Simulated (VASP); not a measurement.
# Cs2Cd (P6_3/mmc) in VASP: single point with PBE

Aim: the single point of Cs2Cd with PBE.

Everything below comes from runs of VASP 6.6.1. Logs are shortened: lines on timing, memory, paths and dates and some standing lists are left out, and cuts for length are marked.

**1. The cell of the first run**

Symmetry: P6_3/mmc, No. 194, hexagonal system. The conventional cell has a = 5.327 Å, b = 5.327 Å, c = 19.088 Å, α = 90.00°, β = 90.00°, γ = 120.00°. Within 5.5 Å of Cs (site symmetry 3m) lie 3 Cd at 3.99 Å and 10 Cs at 5.09 to 5.41 Å. Within 5.4 Å of Cd (site symmetry -6m2) lie 6 Cs at 3.99 Å and 6 Cd at 5.33 Å.

**2. Single point, PBE**

INCAR

```
PREC = Accurate
ENCUT = 520
EDIFF = 1E-6
ISMEAR = 0
SIGMA = 0.1
LREAL = F
LASPH = T
NELM = 60
ALGO = Fast
ISIF = 2
LWAVE = F
LCHARG = F
GGA = PE
NBANDS = 39
```

KPOINTS

```
regular mesh
0
Gamma
  12 12 2
```

POSCAR

```
Cs2Cd
1.0
    5.3271917480      0.0000000000      0.0000000000
   -2.6635958740      4.6134833846      0.0000000000
    0.0000000000      0.0000000000     19.0877932054
Cs Cd
4 2
Direct
    0.3333333333      0.6666666667      0.6165554605
    0.6666666667      0.3333333333      0.1165554605
    0.3333333333      0.6666666667      0.8834445395
    0.6666666667      0.3333333333      0.3834445395
    0.3333333333      0.6666666667      0.2500000000
    0.6666666667      0.3333333333      0.7500000000
```

Potentials or basis: VASP PAW PBE potentials, release 64 (Cs_sv, Cd).

Run with:

```bash
$ cat potpaw_PBE.64/Cs_sv/POTCAR potpaw_PBE.64/Cd/POTCAR > POTCAR
$ mpirun -np 1 vasp_std > vasp.out
```

OUTCAR:

```text
PREC = Accurate
   ENCUT = 520
   EDIFF = 1E-6
   ISMEAR = 0
   LREAL = F
   LASPH = T
   NELM = 60
   ISIF = 2
   GGA = PE

 ion  position               nearest neighbor table
   1  0.333  0.667  0.617-
   2  0.667  0.333  0.117-
   3  0.333  0.667  0.883-
   4  0.667  0.333  0.383-
   5  0.333  0.667  0.250-
   6  0.667  0.333  0.750-

  LATTYP: Found a hexagonal cell.
 ALAT       =     5.3271917480
 C/A-ratio  =     3.5830873204

  Lattice vectors:

 A1 = (   5.3271917480,   0.0000000000,   0.0000000000)
 A2 = (  -2.6635958740,   4.6134833846,   0.0000000000)
 A3 = (   0.0000000000,   0.0000000000,  19.0877932054)

Analysis of symmetry for initial positions (statically):
=====================================================================
 Subroutine PRICEL returns:
 Original cell was already a primitive cell.

 Routine SETGRP: Setting up the symmetry group for a
 hexagonal supercell.

 Subroutine GETGRP returns: Found 24 space group operations
 (whereof 12 operations were pure point group operations)
 out of a pool of 24 trial point group operations.

The static configuration has the point symmetry D_3d.
 The point group associated with its full space group is D_6h.

Analysis of symmetry for dynamics (positions and initial velocities):
=====================================================================
 Subroutine PRICEL returns:
 Original cell was already a primitive cell.

 Routine SETGRP: Setting up the symmetry group for a
 hexagonal supercell.

 Subroutine GETGRP returns: Found 24 space group operations
 (whereof 12 operations were pure point group operations)
 out of a pool of 24 trial point group operations.

The dynamic configuration has the point symmetry D_3d.
 The point group associated with its full space group is D_6h.

 Subroutine INISYM returns: Found 24 space group operations
 (whereof 12 operations are pure point group operations),
 and found     1 'primitive' translations

----------------------------------------------------------------------------------------

                                     Primitive cell

  volume of cell :     469.1190

  direct lattice vectors                    reciprocal lattice vectors
[... 90 lines left out ...]
   LNONCOLLINEAR =      F non collinear calculations
   LSORBIT =      F    spin-orbit coupling
   LASPH  =      T    aspherical Exc in radial PAW
   ENCUT  =  520.0 eV  38.22 Ry    6.18 a.u.   9.91  9.91 35.49*2*pi/ulx,y,z
   NELM   =     60;   NELMIN=  2; NELMDL= -5     # of ELM steps
   EDIFF  = 0.1E-05   stopping-criterion for ELM
   LREAL  =      F    real-space projection
   EDIFFG = 0.1E-04   stopping-criterion for IOM
   NSW    =      0    number of steps for IOM
   IBRION =     -1    ionic relax: 0-MD 1-quasi-New 2-CG
   NFREE  =      0    steps in history (QN), initial steepest desc. (CG)
   ISIF   =      2    stress and relaxation
   ISYM   =      2    0-nonsym 1-usesym 2-fastsym
   POTIM  = 0.5000    time-step for ionic-motion
   TEBEG  =    0.0;   TEEND  =   0.0 temperature during run
   PSTRESS=    0.0 pullay stress
   NELECT =      60.0000    total number of electrons
   NUPDOWN=      -1.0000    fix difference up-down
   EMIN   =  10.00;   EMAX   =-10.00  energy-range for DOS
   EFERMI =   0.00;   METHOD = LEGACY
   ISMEAR =     0;   SIGMA  =   0.10  broadening in eV -4-tet -1-fermi 0-gaus
   EFERMI_NEDOS =   21; number of points for ismear=-14 and -15
   IALGO  =     68    algorithm
   IMIX   =      4    mixing-type and parameters
     AMIX     =   0.40;   BMIX     =  1.00
     AMIX_MAG =   1.60;   BMIX_MAG =  1.00
  volume/ion in A,a.u.               =      78.19       527.63
  Fermi-wavevector in a.u.,A,eV,Ry     =   0.824830  1.558702  9.256641  0.680344
  Thomas-Fermi vector in A             =   1.936583
   LORBIT       =      0    0 simple, 1 ext, 2 COOP (PROOUT), +10 PAW based schemes
   GGA     = PE    functional components
   LHFCALC =     F    Hartree Fock is set to
   AEXX    =    0.0000 exact exchange contribution
   IVDW    =     0    specifies the selected vdW correction
   LEPSILON=     F    determine dielectric tensor
   LRPA    =     F    only Hartree local field effects (RPA)
 non-spin polarized calculation
 RMM-DIIS sequential band-by-band and
 Gauss-broadening in eV      SIGMA  =   0.10
  energy-cutoff  :      520.00
  volume of cell :      469.12
 maximum number of plane-waves:     12678
 NGX is ok and might be reduce to    40
   NGX = 19   NGY = 19   NGZ = 71

 number of electron      60.0000010 magnetization

 Free energy of the ion-electron system (eV)
  ---------------------------------------------------
  ext. energy  EPLUGINS =         0.00000000
  ---------------------------------------------------
  free energy    TOTEN  =        -4.62419898 eV

  energy without entropy =       -4.60076901  energy(sigma->0) =       -4.61248400

 E-fermi :   0.5999     XC(G=0):  -6.1584

 val. band max:        0.5961913801   @ k =   0.3333   0.0833   0.0000
 cond. band min:       0.6009514677   @ k =   0.2500  -0.0000   0.0000
 fundamental gap:      0.0047600876
 Fermi energy:         0.5999174714

 k-point     1 :       0.0000    0.0000    0.0000
  band No.  band energies     occupation
      1     -22.8779      2.00000
      2     -22.8750      2.00000
      3     -22.8743      2.00000
      4     -22.8714      2.00000
      5      -9.7940      2.00000
      6      -9.7173      2.00000
[... 997 lines left out ...]
     38       2.3469      0.00000
     39       2.4560      0.00000

 [... further k-points ...]
[... 5 lines left out ...]
  --------------------------------------------------------------------------------------
  -------------------------------------------------------------------------------------
  Total        0.0329973      0.0329973     -0.0037844      0.0000000      0.0000000     -0.0000000
  in kB        0.1126955      0.1126955     -0.0129248      0.0000000      0.0000000     -0.0000000
  external PRESSURE =       0.0708221 kB  Pullay stress =       0.0000000 kB

 VOLUME and BASIS-vectors are now :
 -----------------------------------------------------------------------------
  energy-cutoff  :      520.00
  volume of cell :      469.12
      direct lattice vectors                 reciprocal lattice vectors
     5.327191748  0.000000000  0.000000000     0.187716164  0.108377978  0.000000000
    -2.663595874  4.613483385  0.000000000     0.000000000  0.216755956  0.000000000
     0.000000000  0.000000000 19.087793205     0.000000000  0.000000000  0.052389503

 POSITION                                       TOTAL-FORCE (eV/Angst)
 -----------------------------------------------------------------------------------
     -0.00000      3.07566     11.76868         0.000000      0.000000     -0.003066
      2.66360      1.53783      2.22479        -0.000000     -0.000000     -0.003066
     -0.00000      3.07566     16.86301         0.000000      0.000000      0.003066
      2.66360      1.53783      7.31911         0.000000     -0.000000      0.003066
     -0.00000      3.07566      4.77195         0.000000     -0.000000      0.000000
      2.66360      1.53783     14.31584        -0.000000     -0.000000      0.000000
 -----------------------------------------------------------------------------------
    total drift:                               -0.000000      0.000000     -0.000000

  FREE ENERGIE OF THE ION-ELECTRON SYSTEM (eV)
  ---------------------------------------------------
  free  energy   TOTEN  =        -4.6241989777 eV

  energy  without entropy=       -4.6007690147  energy(sigma->0) =       -4.61248400
```

OSZICAR:

```text
N       E                     dE             d eps       ncg     rms          rms(c)
DAV:   1     0.459187657386E+03    0.45919E+03   -0.22811E+04  2964   0.121E+03
DAV:   2     0.433371516743E+02   -0.41585E+03   -0.40784E+03  3867   0.258E+02
DAV:   3    -0.384623105882E+01   -0.47183E+02   -0.46947E+02  3433   0.868E+01
DAV:   4    -0.473247487218E+01   -0.88624E+00   -0.88472E+00  3541   0.133E+01
DAV:   5    -0.474343173899E+01   -0.10957E-01   -0.10954E-01  3565   0.129E+00    0.111E+00
RMM:   6    -0.463830111902E+01    0.10513E+00   -0.10988E-01  3396   0.146E+00    0.583E-01
RMM:   7    -0.462158565606E+01    0.16715E-01   -0.53430E-02  3724   0.696E-01    0.430E-01
RMM:   8    -0.462334699068E+01   -0.17613E-02   -0.12161E-02  3815   0.401E-01    0.897E-02
RMM:   9    -0.462398305327E+01   -0.63606E-03   -0.49755E-03  3884   0.244E-01    0.635E-02
RMM:  10    -0.462414629027E+01   -0.16324E-03   -0.84137E-04  3702   0.118E-01    0.293E-02
RMM:  11    -0.462418810680E+01   -0.41817E-04   -0.24987E-04  3816   0.390E-02    0.795E-03
RMM:  12    -0.462419659554E+01   -0.84887E-05   -0.68896E-05  3736   0.175E-02    0.532E-03
RMM:  13    -0.462419831508E+01   -0.17195E-05   -0.21516E-05  3084   0.101E-02    0.480E-03
RMM:  14    -0.462419897768E+01   -0.66260E-06   -0.60753E-06  2661   0.657E-03
   1 F= -.46241990E+01 E0= -.46124840E+01  d E =-.234300E-01
```

Run time: 10 min. Hardware: 1 thread of AMD EPYC 9R45 (Zen 5), shared host; peak memory 0.84 GiB.

What came out:

- Free energy: -4.6242 eV
- Pressure: 0.0 GPa
- Largest force: 0.003 eV/Å
- Band gap on the k mesh: zero (bands 30 and 31 overlap by 0.49 eV)

Forces in eV/Å, atoms in the order of the input:
```
Cs   0.000  0.000 -0.003
Cs   0.000  0.000 -0.003
Cs   0.000  0.000  0.003
Cs   0.000  0.000  0.003
Cd   0.000  0.000  0.000
Cd   0.000  0.000  0.000
```

Levels at points of the mesh, in eV from the Fermi level:
| k point | band 28 | band 29 | band 30 | band 31 | band 32 | band 33 |
| --- | --- | --- | --- | --- | --- | --- |
| (0.00, 0.00, 0.00) | -3.68 | -1.25 | -0.54 | -0.38 | 0.93 | 1.28 |
| (0.50, 0.00, 0.00) | -3.11 | -0.44 | -0.27 | 0.28 | 0.41 | 0.89 |
| (0.00, 0.00, 0.50) | -3.71 | -1.03 | -1.03 | 0.29 | 0.29 | 1.78 |
| (0.50, 0.00, 0.50) | -3.11 | -0.36 | -0.36 | 0.36 | 0.36 | 0.90 |

Caveat: spin-orbit coupling is left out, which moves the levels of the heavy elements.
